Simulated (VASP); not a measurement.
# Yb (P6/mmm) in VASP: single point with PBEsol

Aim: the single point of Yb with PBEsol.

Program: VASP 6.6.1. These are calculated values, not measurements. Logs are shortened: lines on timing, memory, paths and dates and some standing lists are left out, and cuts for length are marked.

**1. The cell of the first run**

It takes space group P6/mmm (No. 191, hexagonal). Conventional cell: a = 5.484 Å, b = 5.484 Å, c = 3.256 Å, α = 90.00°, β = 90.00°, γ = 120.00°. Within 4.3 Å of Yb (site symmetry 6/mmm) lie 14 Yb at 3.26 to 3.56 Å. Yb (site symmetry -6m2) has 11 Yb at 3.17 to 3.56 Å within 4.2 Å.

This isn't the form of Yb at room conditions, which is fcc.

**2. Single point, PBEsol (28.27 Å³/atom)**

Contents of INCAR:

```
PREC = Accurate ; ENCUT = 520
EDIFF = 1E-7 ; ISMEAR = -1
SIGMA = 0.1 ; LREAL = False
LASPH = True ; NELM = 100
ALGO = Normal ; ISIF = 2
LWAVE = False ; LCHARG = True
GGA = PS ; LELF = True
LVHAR = True ; NBANDS = 43
```

Contents of KPOINTS:

```
Automatic mesh
0
Gamma
  7 7 11
```

Contents of POSCAR:

```
Yb
1.0
    5.4841205680      0.0000000000      0.0000000000
   -2.7420602840      4.7493877293      0.0000000000
    0.0000000000      0.0000000000      3.2556472726
Yb
3
Direct
    1.0000000000      1.0000000000      0.0000000000
    0.3333333333      0.6666666667      0.5000000000
    0.6666666667      0.3333333333      0.5000000000
```

Potentials or basis: VASP PAW PBE potentials, release 64 (Yb).

The run is started by

```sh
> cat potpaw_PBE.64/Yb/POTCAR > POTCAR
> mpirun -np 1 vasp_std > vasp.out
```

OUTCAR:

```text
PREC = Accurate
   ENCUT = 520
   EDIFF = 1E-7
   ISMEAR = -1
   LREAL = False
   LASPH = True
   NELM = 100
   ISIF = 2
   GGA = PS

 ion  position               nearest neighbor table
   1  0.000  0.000  0.000-   2 3.56   3 3.56   2 3.56   3 3.56   2 3.56   2 3.56   3 3.56   3 3.56
                             3 3.56   3 3.56   2 3.56   2 3.56
   2  0.333  0.667  0.500-   3 3.17   3 3.17   3 3.17   1 3.56   1 3.56   1 3.56   1 3.56   1 3.56
                             1 3.56
   3  0.667  0.333  0.500-   2 3.17   2 3.17   2 3.17   1 3.56   1 3.56   1 3.56   1 3.56   1 3.56
                             1 3.56

  LATTYP: Found a hexagonal cell.
 ALAT       =     5.4841205680
 C/A-ratio  =     0.5936498354

  Lattice vectors:

 A1 = (   5.4841205680,   0.0000000000,   0.0000000000)
 A2 = (  -2.7420602840,   4.7493877293,   0.0000000000)
 A3 = (   0.0000000000,   0.0000000000,   3.2556472726)

Analysis of symmetry for initial positions (statically):
=====================================================================
 Subroutine PRICEL returns:
 Original cell was already a primitive cell.

 Routine SETGRP: Setting up the symmetry group for a
 hexagonal supercell.

 Subroutine GETGRP returns: Found 24 space group operations
 (whereof 24 operations were pure point group operations)
 out of a pool of 24 trial point group operations.

The static configuration has the point symmetry D_6h.

Analysis of symmetry for dynamics (positions and initial velocities):
=====================================================================
 Subroutine PRICEL returns:
 Original cell was already a primitive cell.

 Routine SETGRP: Setting up the symmetry group for a
 hexagonal supercell.

 Subroutine GETGRP returns: Found 24 space group operations
 (whereof 24 operations were pure point group operations)
 out of a pool of 24 trial point group operations.

The dynamic configuration has the point symmetry D_6h.

 Subroutine INISYM returns: Found 24 space group operations
 (whereof 24 operations are pure point group operations),
 and found     1 'primitive' translations

----------------------------------------------------------------------------------------

                                     Primitive cell

  volume of cell :      84.7973

  direct lattice vectors                    reciprocal lattice vectors
     5.484120568  0.000000000  0.000000000     0.182344642  0.105276728  0.000000000
[... 86 lines left out ...]
   ENCUT  =  520.0 eV  38.22 Ry    6.18 a.u.  10.20 10.20  6.05*2*pi/ulx,y,z
   NELM   =    100;   NELMIN=  2; NELMDL= -5     # of ELM steps
   EDIFF  = 0.1E-06   stopping-criterion for ELM
   LREAL  =      F    real-space projection
   EDIFFG = 0.1E-05   stopping-criterion for IOM
   NSW    =      0    number of steps for IOM
   IBRION =     -1    ionic relax: 0-MD 1-quasi-New 2-CG
   NFREE  =      0    steps in history (QN), initial steepest desc. (CG)
   ISIF   =      2    stress and relaxation
   ISYM   =      2    0-nonsym 1-usesym 2-fastsym
   POTIM  = 0.5000    time-step for ionic-motion
   TEBEG  =    0.0;   TEEND  =   0.0 temperature during run
   PSTRESS=    0.0 pullay stress
   NELECT =      72.0000    total number of electrons
   NUPDOWN=      -1.0000    fix difference up-down
   EMIN   =  10.00;   EMAX   =-10.00  energy-range for DOS
   EFERMI =   0.00;   METHOD = LEGACY
   ISMEAR =    -1;   SIGMA  =   0.10  broadening in eV -4-tet -1-fermi 0-gaus
   EFERMI_NEDOS =   21; number of points for ismear=-14 and -15
   IALGO  =     38    algorithm
   IMIX   =      4    mixing-type and parameters
     AMIX     =   0.40;   BMIX     =  1.00
     AMIX_MAG =   1.60;   BMIX_MAG =  1.00
  volume/ion in A,a.u.               =      28.27       190.75
  Fermi-wavevector in a.u.,A,eV,Ry     =   1.550214  2.929480 32.697027  2.403164
  Thomas-Fermi vector in A             =   2.654910
   LORBIT       =      0    0 simple, 1 ext, 2 COOP (PROOUT), +10 PAW based schemes
   GGA     = PS    functional components
   LHFCALC =     F    Hartree Fock is set to
   AEXX    =    0.0000 exact exchange contribution
   IVDW    =     0    specifies the selected vdW correction
   LEPSILON=     F    determine dielectric tensor
   LRPA    =     F    only Hartree local field effects (RPA)
 non-spin polarized calculation
  energy-cutoff  :      520.00
  volume of cell :       84.80
 maximum number of plane-waves:      2304
 NGX is ok and might be reduce to    42
   NGX = 21   NGY = 21   NGZ = 13

 number of electron      72.0000044 magnetization

 Free energy of the ion-electron system (eV)
  ---------------------------------------------------
  ext. energy  EPLUGINS =         0.00000000
  ---------------------------------------------------
  free energy    TOTEN  =       -11.59035247 eV

  energy without entropy =      -11.35448364  energy(sigma->0) =      -11.47241805

 E-fermi :   2.1831     XC(G=0): -10.7069

 val. band max:        2.1670646533   @ k =   0.1429   0.1429   0.3636
 cond. band min:       2.1933465054   @ k =   0.2857   0.0000   0.3636
 fundamental gap:      0.0262818521
 Fermi energy:         2.1830918472

 k-point     1 :       0.0000    0.0000    0.0000
  band No.  band energies     occupation
      1     -49.4623      2.00000
      2     -49.3917      2.00000
      3     -49.3772      2.00000
      4     -22.0364      2.00000
      5     -22.0364      2.00000
      6     -21.7956      2.00000
[... 1093 lines left out ...]
     42       4.5156      0.00000
     43       5.3859      0.00000

 [... further k-points ...]

------------------------ aborting loop because EDIFF is reached ----------------------------------------

  FORCE on cell =-STRESS in cart. coord.  units (eV):
  Direction    XX          YY          ZZ          XY          YZ          ZX
  --------------------------------------------------------------------------------------
  -------------------------------------------------------------------------------------
  Total        1.7955923      1.7955923      1.6745542      0.0000000      0.0000000      0.0000000
  in kB       33.9262880     33.9262880     31.6393705      0.0000000      0.0000000      0.0000000
  external PRESSURE =      33.1639821 kB  Pullay stress =       0.0000000 kB

 VOLUME and BASIS-vectors are now :
 -----------------------------------------------------------------------------
  energy-cutoff  :      520.00
  volume of cell :       84.80
      direct lattice vectors                 reciprocal lattice vectors
     5.484120568  0.000000000  0.000000000     0.182344642  0.105276728  0.000000000
    -2.742060284  4.749387729  0.000000000     0.000000000  0.210553456  0.000000000
     0.000000000  0.000000000  3.255647273     0.000000000  0.000000000  0.307158582

 POSITION                                       TOTAL-FORCE (eV/Angst)
 -----------------------------------------------------------------------------------
      0.00000      0.00000      0.00000         0.000000      0.000000     -0.000000
     -0.00000      3.16626      1.62782         0.000000      0.000000      0.000000
      2.74206      1.58313      1.62782        -0.000000      0.000000     -0.000000
 -----------------------------------------------------------------------------------
    total drift:                               -0.000000      0.000000     -0.000000

  FREE ENERGIE OF THE ION-ELECTRON SYSTEM (eV)
  ---------------------------------------------------
  free  energy   TOTEN  =       -11.5903524701 eV

  energy  without entropy=      -11.3544836364  energy(sigma->0) =      -11.47241805
```

OSZICAR:

```text
N       E                     dE             d eps       ncg     rms          rms(c)
DAV:   1     0.649014110225E+03    0.64901E+03   -0.21612E+04  5971   0.110E+04
DAV:   2     0.145566138249E+03   -0.50345E+03   -0.47602E+03  6664   0.130E+03
DAV:   3     0.189169907056E+02   -0.12665E+03   -0.12425E+03  5966   0.328E+02
[... 13 lines left out ...]
DAV:  70    -0.115903531787E+02    0.57517E-06   -0.53296E-07  4343   0.598E-02    0.369E-02
DAV:  71    -0.115903524005E+02    0.77811E-06   -0.53608E-07  2724   0.113E-01    0.243E-02
DAV:  72    -0.115903522796E+02    0.12095E-06   -0.37993E-07  3581   0.438E-02    0.260E-02
DAV:  73    -0.115903524403E+02   -0.16074E-06   -0.17823E-06  5704   0.127E-02    0.325E-02
DAV:  74    -0.115903524701E+02   -0.29777E-07   -0.22722E-07  2782   0.108E-02
   1 F= -.11590352E+02 E0= -.11472418E+02  d E =-.235869E+00
```

stdout:

```text
POSCAR found type information on POSCAR Yb
 POSCAR found :  1 types and       3 ions
 scaLAPACK will be used
 -----------------------------------------------------------------------------
|                                                                             |
|                                                                             |
|     You enforced a specific xc type in the INCAR file but a different       |
|     I HOPE YOU KNOW WHAT YOU ARE DOING!                                     |
|                                                                             |
 -----------------------------------------------------------------------------

 LDA part: xc-table for (Slater+PW92), standard interpolation
 POSCAR, INCAR and KPOINTS ok, starting setup
 FFT: planning ... GRIDC
 FFT: planning ... GRID_SOFT
 FFT: planning ... GRID
 WAVECAR not read
 entering main loop
```

Run time: 11 min. Hardware: 1 thread of AMD EPYC 9R45 (Zen 5), shared host; peak memory 0.26 GiB.

Results:

| Item | Value |
| --- | --- |
| Free energy | -11.5904 eV |
| Pressure | 3.3 GPa |
| Band gap on the k mesh | zero (bands 36 and 37 overlap by 0.84 eV) |

Levels at points of the mesh, in eV from the Fermi level:
```tsv
k point	band 34	band 35	band 36	band 37	band 38	band 39
(0.00, 0.00, 0.00)	-0.44	-0.42	0.47	0.47	0.53	0.53
```

Caveat: the cell stands under pressure; the PAW data sets were made with another functional, which shifts forces and pressure a little; spin-orbit coupling is left out, which moves the levels of the heavy elements.

The gap in the log of VASP goes by the Fermi energy; the results here count the filled bands.